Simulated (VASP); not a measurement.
**Al12NO: single point with PBE**

The system is Al12NO, a slab with vacuum.

```
Al N O
1.0
     5.71430    0.00000    0.00000
     0.00000    5.71430    0.00000
     0.00000    0.00000   22.17502
Al N O
12 1 1
Direct
  0.25000 0.25000 0.18038
  0.25000 0.75000 0.18038
  0.75000 0.25000 0.18038
  0.75000 0.75000 0.18038
  0.00000 0.00000 0.27441
  0.00000 0.50000 0.27441
  0.50000 0.00000 0.27441
  0.50000 0.50000 0.27441
  0.25000 0.25000 0.36866
  0.25000 0.75000 0.36866
  0.75000 0.25000 0.36866
  0.75000 0.75000 0.36866
  0.36079 0.50000 0.46246
  0.63921 0.50000 0.46246
```

```json
{
  "Program": "VASP 6.6.1",
  "Task": "single point",
  "Functional": "PBE",
  "Potentials or basis": "VASP PAW PBE potentials, release 64 (Al, N, O)",
  "Cutoff": "520 eV",
  "k mesh": "5 × 5 × 1",
  "Occupations": "gaussian, width 0.1 eV",
  "Spin": "collinear spin, ferromagnetic start",
  "Starting moments": "[0.0, 0.0, 0.0, 0.0, 0.0, 0.0, 0.0, 0.0, 0.0, 0.0, 0.0, 0.0, 1.0, 0.0] μB",
  "Dipole correction": "yes",
  "Further INCAR settings": "ALGO = Fast; EDIFF = 1e-06; NBANDS = 40"
}
```

| Property | Result |
| --- | --- |
| Largest force | 4.874 eV/Å |
| Net moment | 0.92 μB per cell |
| Site moments | Al -0.00, +0.00, -0.01 (each value once); N +0.54; O +0.17 μB |
| Valence electrons inside the program's atomic spheres | Al 0.76, 0.74 (each value once); N 3.34; O 4.75 |

Forces on the atoms (eV/Å):
```
Al  -0.022 -0.046  0.043
Al  -0.022  0.046  0.043
Al   0.022  0.004  0.056
Al   0.022 -0.004  0.056
Al   0.008  0.000 -0.049
Al   0.038  0.000  0.088
Al   0.014  0.000 -0.025
Al   0.004  0.000  0.200
Al   0.040  0.215  0.744
Al   0.040 -0.215  0.744
Al  -0.034  0.087  0.645
Al  -0.034 -0.087  0.645
N    4.549  0.000 -1.659
O   -4.627  0.000 -1.533
```

Levels at points of the mesh, in eV from the Fermi level:
Spin up:
| k point | band 22 | band 23 | band 24 | band 25 | band 26 | band 27 |
| --- | --- | --- | --- | --- | --- | --- |
| (0.00, 0.00, 0.00) | -0.65 | -0.49 | -0.44 | -0.31 | -0.02 | -0.01 |
Spin down:
```csv
k point,band 19,band 20,band 21,band 22,band 23,band 24,band 25,band 26,band 27,band 28
"(0.00, 0.00, 0.00)",-1.26,-1.02,-0.85,-0.57,-0.44,-0.23,-0.05,-0.01,0.30,0.35
```

Run time: 19 min on 1 thread of Oxide Virtual Turin-like Processor, with other jobs on the host, peak memory 1 GiB.
